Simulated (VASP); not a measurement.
# Pt (Im-3m) in VASP: notebook

The runs below take Pt through single point, with HSE06.

All numbers are computed with VASP 6.6.1; they aren't measurements. Logs are shortened: lines on timing, memory, paths and dates and some standing lists are left out, and cuts for length are marked.

**1. The cell of the first run**

Symmetry: Im-3m, No. 229, cubic system. The conventional cell has a = 3.168 Å, b = 3.168 Å, c = 3.168 Å, α = 90.00°, β = 90.00°, γ = 90.00°. Pt (site symmetry m-3m) has 14 Pt at 2.74 to 3.17 Å within 3.6 Å.

This isn't the form of Pt at room conditions, which is fcc.

**2. Single point, HSE06**

Input file POSCAR:

```
Pt
1.0
   -1.5842200000      1.5842200000      1.5842200000
    1.5842200000     -1.5842200000      1.5842200000
    1.5842200000      1.5842200000     -1.5842200000
Pt
1
Direct
    0.0000000000      0.0000000000      0.0000000000
```

Input file INCAR.step1:

```
SYSTEM = Pt
  PREC = Accurate
  ENCUT = 520
  EDIFF = 1E-5
  ISMEAR = -1
  SIGMA = 0.05
  LREAL = .False.
  LASPH = .True.
  NELM = 80
  ALGO = Normal
  ISIF = 2
  LWAVE = .True.
  LCHARG = .False.
  GGA = PE
  NBANDS = 11
```

Input file INCAR.step2:

```
SYSTEM = Pt
  PREC = Accurate
  ENCUT = 520
  EDIFF = 1E-6
  ISMEAR = -1
  SIGMA = 0.05
  LREAL = .False.
  LASPH = .True.
  NELM = 80
  ALGO = Normal
  ISIF = 2
  LWAVE = .False.
  LCHARG = .False.
  GGA = PE
  LHFCALC = .True.
  HFSCREEN = 0.2079
  PRECFOCK = Normal
  ISTART = 1
  NBANDS = 11
```

Input file KPOINTS:

```
Automatic mesh
0
Gamma
  8 8 8
  0 0 0
```

Potentials or basis: VASP PAW PBE potentials, release 64 (Pt).

Launch:

```bash
> cat potpaw_PBE.64/Pt/POTCAR > POTCAR
> cp INCAR.step1 INCAR
> mpirun -np 1 vasp_std > vasp.out
> cp INCAR.step2 INCAR
> mpirun -np 1 vasp_std > vasp.out
```

OUTCAR:

```text
SYSTEM = Pt
   PREC = Accurate
   ENCUT = 520
   EDIFF = 1E-6
   ISMEAR = -1
   LREAL = .False.
   LASPH = .True.
   NELM = 80
   ISIF = 2
   GGA = PE
   LHFCALC = .True.
   HFSCREEN = 0.2079
   PRECFOCK = Normal
   ISTART = 1

 ion  position               nearest neighbor table
   1  0.000  0.000  0.000-

  LATTYP: Found a body centered cubic cell.
 ALAT       =     3.1684400000

  Lattice vectors:

 A1 = (  -1.5842200000,   1.5842200000,   1.5842200000)
 A2 = (   1.5842200000,  -1.5842200000,   1.5842200000)
 A3 = (   1.5842200000,   1.5842200000,  -1.5842200000)

Analysis of symmetry for initial positions (statically):
=====================================================================
 Subroutine PRICEL returns:
 Original cell was already a primitive cell.

 Routine SETGRP: Setting up the symmetry group for a
 body centered cubic supercell.

 Subroutine GETGRP returns: Found 48 space group operations
 (whereof 48 operations were pure point group operations)
 out of a pool of 48 trial point group operations.

The static configuration has the point symmetry O_h .

Analysis of symmetry for dynamics (positions and initial velocities):
=====================================================================
 Subroutine PRICEL returns:
 Original cell was already a primitive cell.

 Routine SETGRP: Setting up the symmetry group for a
 body centered cubic supercell.

 Subroutine GETGRP returns: Found 48 space group operations
 (whereof 48 operations were pure point group operations)
 out of a pool of 48 trial point group operations.

The dynamic configuration has the point symmetry O_h .

 Subroutine INISYM returns: Found 48 space group operations
 (whereof 48 operations are pure point group operations),
 and found     1 'primitive' translations

----------------------------------------------------------------------------------------

                                     Primitive cell

  volume of cell :      15.9040

  direct lattice vectors                    reciprocal lattice vectors
    -1.584220000  1.584220000  1.584220000     0.000000000  0.315612731  0.315612731
     1.584220000 -1.584220000  1.584220000     0.315612731  0.000000000  0.315612731
     1.584220000  1.584220000 -1.584220000     0.315612731  0.315612731  0.000000000

  length of vectors
     2.743949530  2.743949530  2.743949530     0.446343804  0.446343804  0.446343804

  position of ions in fractional coordinates (direct lattice)
     0.000000000  0.000000000  0.000000000

  ion indices of the primitive-cell ions
   primitive index   ion index
                 1           1

----------------------------------------------------------------------------------------

 KPOINTS: Automatic mesh

Automatic generation of k-mesh.
 Grid dimensions read from file:
 generate k-points for:    8    8    8

 Generating k-lattice:

  Cartesian coordinates                     Fractional coordinates (reciprocal lattice)
     0.000000000  0.039451591  0.039451591     0.125000000  0.000000000  0.000000000
     0.039451591  0.000000000  0.039451591     0.000000000  0.125000000  0.000000000
     0.039451591  0.039451591  0.000000000     0.000000000  0.000000000  0.125000000

  Length of vectors
     0.055792976  0.055792976  0.055792976

  Shift w.r.t. Gamma in fractional coordinates (k-lattice)
     0.000000000  0.000000000  0.000000000

 Subroutine IBZKPT returns following result:
 ===========================================

 Found     29 irreducible k-points:

 Following reciprocal coordinates:
            Coordinates               Weight
  0.000000  0.000000  0.000000      1.000000
  0.125000  0.000000  0.000000     12.000000
  0.250000  0.000000  0.000000     12.000000
  0.375000  0.000000  0.000000     12.000000
  0.500000  0.000000  0.000000      6.000000
  0.125000  0.125000  0.000000     24.000000
[... 16 lines left out ...]
 -0.250000  0.250000  0.250000      6.000000
 -0.375000  0.375000  0.250000     24.000000
 [... further k-points ...]
   k-points           NKPTS =     29   k-points in BZ     NKDIM =    512   number of bands    NBANDS=     11
   number of dos      NEDOS =    301   number of ions     NIONS =      1
   total plane-waves  NPLWV =   8000
   dimension x,y,z NGX =    20 NGY =   20 NGZ =   20
   dimension x,y,z NGXF=    40 NGYF=   40 NGZF=   40
   ions per type =               1
   NGX,Y,Z   is equivalent  to a cutoff of  12.12, 12.12, 12.12 a.u.
   NGXF,Y,Z  is equivalent  to a cutoff of  24.23, 24.23, 24.23 a.u.
 SYSTEM =  Pt
   PREC   = accura    normal or accurate (medium, high low for compatibility)
   ISTART =      1    job   : 0-new  1-cont  2-samecut
   ICHARG =      0    charge: 1-file 2-atom 10-const
   ISPIN  =      1    spin polarized calculation?
   LNONCOLLINEAR =      F non collinear calculations
   LSORBIT =      F    spin-orbit coupling
   LASPH  =      T    aspherical Exc in radial PAW
   ENCUT  =  520.0 eV  38.22 Ry    6.18 a.u.   5.10  5.10  5.10*2*pi/ulx,y,z
   NELM   =     80;   NELMIN=  2; NELMDL=  0     # of ELM steps
   EDIFF  = 0.1E-05   stopping-criterion for ELM
   LREAL  =      F    real-space projection
   EDIFFG = 0.1E-04   stopping-criterion for IOM
   NSW    =      0    number of steps for IOM
   IBRION =     -1    ionic relax: 0-MD 1-quasi-New 2-CG
   NFREE  =      0    steps in history (QN), initial steepest desc. (CG)
   ISIF   =      2    stress and relaxation
   ISYM   =      3    0-nonsym 1-usesym 2-fastsym
   POTIM  = 0.5000    time-step for ionic-motion
   TEBEG  =    0.0;   TEEND  =   0.0 temperature during run
   PSTRESS=    0.0 pullay stress
   NELECT =      10.0000    total number of electrons
   NUPDOWN=      -1.0000    fix difference up-down
   EMIN   =  10.00;   EMAX   =-10.00  energy-range for DOS
   EFERMI =   0.00;   METHOD = LEGACY
   ISMEAR =    -1;   SIGMA  =   0.05  broadening in eV -4-tet -1-fermi 0-gaus
   EFERMI_NEDOS =   21; number of points for ismear=-14 and -15
   IALGO  =     38    algorithm
   IMIX   =      1    mixing-type and parameters
     AMIX     =   0.40;   BMIX     =  1.00
     AMIX_MAG =   1.60;   BMIX_MAG =  1.00
  volume/ion in A,a.u.               =      15.90       107.33
  Fermi-wavevector in a.u.,A,eV,Ry     =   1.402510  2.650360 26.763132  1.967035
  Thomas-Fermi vector in A             =   2.525265
   LORBIT       =      0    0 simple, 1 ext, 2 COOP (PROOUT), +10 PAW based schemes
   GGA     = PE    functional components
   LHFCALC =     T    Hartree Fock is set to
   PRECFOCK=normal    Normal, Fast or Accurate (Low or Medium for compatibility)
   ENCUT4O =  -1.0   cutoff for four orbital integrals eV
   NKREDX  =     1    reduce k-point grid by
   NKREDY  =     1    reduce k-point grid by
   NKREDZ  =     1    reduce k-point grid by
   AEXX    =    0.2500 exact exchange contribution
   HFSCREEN=    0.2079 screening length (either q_TF or 0.3 A-1)
   HFSCREENC=   0.2079 screening length for correlation (either q_TF or 0.3 A-1)
   ENCUTFOCK=  -1.0 apply spherical cutoff to Coloumb kernel
   IVDW    =     0    specifies the selected vdW correction
   LEPSILON=     F    determine dielectric tensor
   LRPA    =     F    only Hartree local field effects (RPA)
 non-spin polarized calculation
  energy-cutoff  :      520.00
  volume of cell :       15.90
 maximum number of plane-waves:       439
  NGX = 16; NGY = 16; NGZ = 16

 number of electron      10.0000000 magnetization

 Free energy of the ion-electron system (eV)
  ---------------------------------------------------
  ext. energy  EPLUGINS =         0.00000000
  ---------------------------------------------------
  free energy    TOTEN  =        -6.78181056 eV

  energy without entropy =       -6.76754760  energy(sigma->0) =       -6.77467908

 E-fermi :   9.6214     XC(G=0): -10.7162

 val. band max:        9.5646917219   @ k =  -0.3750   0.5000   0.1250
 cond. band min:       9.6288951611   @ k =  -0.3750   0.3750   0.1250
 fundamental gap:      0.0642034392
 Fermi energy:         9.6213811464

 k-point     1 :       0.0000    0.0000    0.0000
  band No.  band energies     occupation
      1      -0.6229      2.00000
      2       5.5505      2.00000
      3       5.5505      2.00000
      4       5.5505      2.00000
      5       7.8621      2.00000
      6       7.8621      2.00000
      7      28.0125      0.00000
      8      28.0125      0.00000
      9      28.0125      0.00000
     10      38.1793      0.00000
     11      38.1793      0.00000

 k-point     2 :       0.1250    0.0000    0.0000
  band No.  band energies     occupation
      1       0.0677      2.00000
      2       5.2910      2.00000
      3       5.5522      2.00000
      4       6.1392      2.00000
      5       7.6022      2.00000
      6       7.8963      2.00000
      7      28.1689      0.00000
      8      28.2478      0.00000
      9      28.9588      0.00000
     10      34.4320      0.00000
     11      34.7595      0.00000

 k-point     3 :       0.2500    0.0000    0.0000
  band No.  band energies     occupation
      1       1.6464      2.00000
      2       4.7110      2.00000
      3       5.6908      2.00000
      4       7.5028      2.00000
      5       7.7521      2.00000
      6       8.0193      2.00000
      7      25.3965      0.00000
      8      26.9190      0.00000
      9      31.4649      0.00000
     10      32.7814      0.00000
     11      33.7096      0.00000
[... 267 lines left out ...]
 k-point    23 :      -0.2500    0.2500    0.2500
  band No.  band energies     occupation
      1       3.4344      2.00000
      2       4.8613      2.00000
      3       6.4161      2.00000
      4       6.4161      2.00000
      5       7.6206      2.00000
      6       9.4436      1.94442
      7      25.4780      0.00000
      8      27.4347      0.00000
      9      27.4347      0.00000
     10      28.5775      0.00000
     11      37.2551      0.00000

 k-point    24 :      -0.3750    0.3750    0.2500
  band No.  band energies     occupation
      1       3.6731      2.00000
      2       4.1826      2.00000
      3       6.4202      2.00000
      4       7.1053      2.00000
      5       9.3315      1.99395
      6      11.6563      0.00000
      7      21.5386      0.00000
      8      24.4378      0.00000
      9      26.7365      0.00000
     10      29.7935      0.00000
     11      36.6935      0.00000

 [... further k-points ...]

------------------------ aborting loop because EDIFF is reached ----------------------------------------

  FORCE on cell =-STRESS in cart. coord.  units (eV):
  Direction    XX          YY          ZZ          XY          YZ          ZX
  --------------------------------------------------------------------------------------
  -------------------------------------------------------------------------------------
  Total       -0.7389593     -0.7389593     -0.7389593     -0.0000000      0.0000000      0.0000000
  in kB      -74.4431322    -74.4431322    -74.4431322     -0.0000000      0.0000000      0.0000000
  external PRESSURE =     -74.4431322 kB  Pullay stress =       0.0000000 kB

 VOLUME and BASIS-vectors are now :
 -----------------------------------------------------------------------------
  energy-cutoff  :      520.00
  volume of cell :       15.90
      direct lattice vectors                 reciprocal lattice vectors
    -1.584220000  1.584220000  1.584220000     0.000000000  0.315612731  0.315612731
     1.584220000 -1.584220000  1.584220000     0.315612731  0.000000000  0.315612731
     1.584220000  1.584220000 -1.584220000     0.315612731  0.315612731  0.000000000

 POSITION                                       TOTAL-FORCE (eV/Angst)
 -----------------------------------------------------------------------------------
      0.00000      0.00000      0.00000         0.000000      0.000000     -0.000000
 -----------------------------------------------------------------------------------
    total drift:                               -0.000000     -0.000000      0.000000

  FREE ENERGIE OF THE ION-ELECTRON SYSTEM (eV)
  ---------------------------------------------------
  free  energy   TOTEN  =        -6.7818105639 eV

  energy  without entropy=       -6.7675475978  energy(sigma->0) =       -6.77467908
```

Run time: 31 min. Hardware: 1 thread of AMD EPYC 7R43 (Zen 3), shared host; peak memory 0.2 GiB.

Results:

```yaml
Free_energy: -6.7818 eV
Pressure: -7.4 GPa
Band_gap_on_the_k_mesh: zero (bands 5 and 6 overlap by 2.84 eV)
```

Caveat: the cell stands under tension; the PAW data sets were made with another functional, which shifts forces and pressure a little; spin-orbit coupling is left out, which moves the levels of the heavy elements.

**3. Single point, HSE06**

This run uses another cell than the first one, of 14.95 Å³/atom.

Input file POSCAR:

```
Pt
1.0
   -1.5518799051      1.5518799051      1.5518799051
    1.5518799051     -1.5518799051      1.5518799051
    1.5518799051      1.5518799051     -1.5518799051
Pt
1
Direct
    0.0000000000      0.0000000000      0.0000000000
```

Input file INCAR.step1:

```
ALGO = Normal
EDIFF = 1E-5
ENCUT = 520
GGA = PE
ISIF = 2
ISMEAR = -1
LASPH = True
LREAL = False
LWAVE = True
NBANDS = 11
NELM = 80
PREC = Accurate
SIGMA = 0.05
```

Input file INCAR.step2:

```
ALGO = Normal
EDIFF = 1E-7
ENCUT = 520
GGA = PE
HFSCREEN = 0.2079
ISIF = 2
ISMEAR = -1
ISTART = 1
LASPH = True
LCHARG = True
LELF = True
LHFCALC = True
LREAL = False
LVHAR = True
LWAVE = False
NBANDS = 11
NELM = 80
PREC = Accurate
PRECFOCK = Normal
SIGMA = 0.05
```

Input file KPOINTS:

```
k-points
0
Gamma
  8 8 8
```

Potentials or basis: VASP PAW PBE potentials, release 64 (Pt).

Launch:

```bash
> cat potpaw_PBE.64/Pt/POTCAR > POTCAR
> cp INCAR.step1 INCAR
> mpirun -np 1 vasp_std > vasp.out
> cp INCAR.step2 INCAR
> mpirun -np 1 vasp_std > vasp.out
```

OUTCAR:

```text
EDIFF = 1E-7
   ENCUT = 520
   GGA = PE
   HFSCREEN = 0.2079
   ISIF = 2
   ISMEAR = -1
   ISTART = 1
   LASPH = True
   LHFCALC = True
   LREAL = False
   NELM = 80
   PREC = Accurate
   PRECFOCK = Normal

 ion  position               nearest neighbor table
   1  0.000  0.000  0.000-

  LATTYP: Found a body centered cubic cell.
 ALAT       =     3.1037598102

  Lattice vectors:

[... 522 lines left out ...]
      9      28.4368      0.00000
     10      31.5627      0.00000
     11      38.9455      0.00000

 [... further k-points ...]

------------------------ aborting loop because EDIFF is reached ----------------------------------------

  FORCE on cell =-STRESS in cart. coord.  units (eV):
  Direction    XX          YY          ZZ          XY          YZ          ZX
  --------------------------------------------------------------------------------------
  -------------------------------------------------------------------------------------
  Total        0.8192922      0.8192922      0.8192922      0.0000000      0.0000000     -0.0000000
  in kB       87.8041629     87.8041629     87.8041629      0.0000000      0.0000000     -0.0000000
  external PRESSURE =      87.8041629 kB  Pullay stress =       0.0000000 kB

 VOLUME and BASIS-vectors are now :
 -----------------------------------------------------------------------------
  energy-cutoff  :      520.00
  volume of cell :       14.95
      direct lattice vectors                 reciprocal lattice vectors
    -1.551879905  1.551879905  1.551879905     0.000000000  0.322189880  0.322189880
     1.551879905 -1.551879905  1.551879905     0.322189880  0.000000000  0.322189880
     1.551879905  1.551879905 -1.551879905     0.322189880  0.322189880  0.000000000

 POSITION                                       TOTAL-FORCE (eV/Angst)
 -----------------------------------------------------------------------------------
      0.00000      0.00000      0.00000         0.000000     -0.000000     -0.000000
 -----------------------------------------------------------------------------------
    total drift:                                0.000001     -0.000009     -0.000016

  FREE ENERGIE OF THE ION-ELECTRON SYSTEM (eV)
  ---------------------------------------------------
  free  energy   TOTEN  =        -6.7800706528 eV

  energy  without entropy=       -6.7655584393  energy(sigma->0) =       -6.77281455
```

OUTCAR.step1:

```text
EDIFF = 1E-5
   ENCUT = 520
   GGA = PE
   ISIF = 2
   ISMEAR = -1
   LASPH = True
[... 550 lines left out ...]

 POSITION                                       TOTAL-FORCE (eV/Angst)
 -----------------------------------------------------------------------------------
      0.00000      0.00000      0.00000         0.000000     -0.000000     -0.000000
 -----------------------------------------------------------------------------------
    total drift:                                0.000000     -0.000000      0.000000

  FREE ENERGIE OF THE ION-ELECTRON SYSTEM (eV)
  ---------------------------------------------------
  free  energy   TOTEN  =        -5.8972528981 eV

  energy  without entropy=       -5.8766434703  energy(sigma->0) =       -5.88694818
```

It took 28 min on 1 thread of Intel Xeon Platinum 8488C (Sapphire Rapids), shared host; peak memory 0.24 GiB.

Results:

| Property | Result |
| --- | --- |
| Free energy | -6.7801 eV |
| Pressure | 8.8 GPa |
| Band gap on the k mesh | zero (bands 5 and 6 overlap by 3.11 eV) |

Levels at points of the mesh, in eV from the Fermi level:
```
           k point  band 3  band 4  band 5  band 6  band 7  band 8
(0.00, 0.00, 0.00)   -4.46   -4.46   -1.90   -1.90   18.37   18.37
(0.50, 0.00, 0.00)   -1.96   -1.40    0.22    1.33    7.91   14.42
(0.50, 0.50, 0.50)    0.58    0.58    0.58    8.70    8.70    8.70
```

Caveat: the cell stands under pressure; the PAW data sets were made with another functional, which shifts forces and pressure a little; spin-orbit coupling is left out, which moves the levels of the heavy elements.
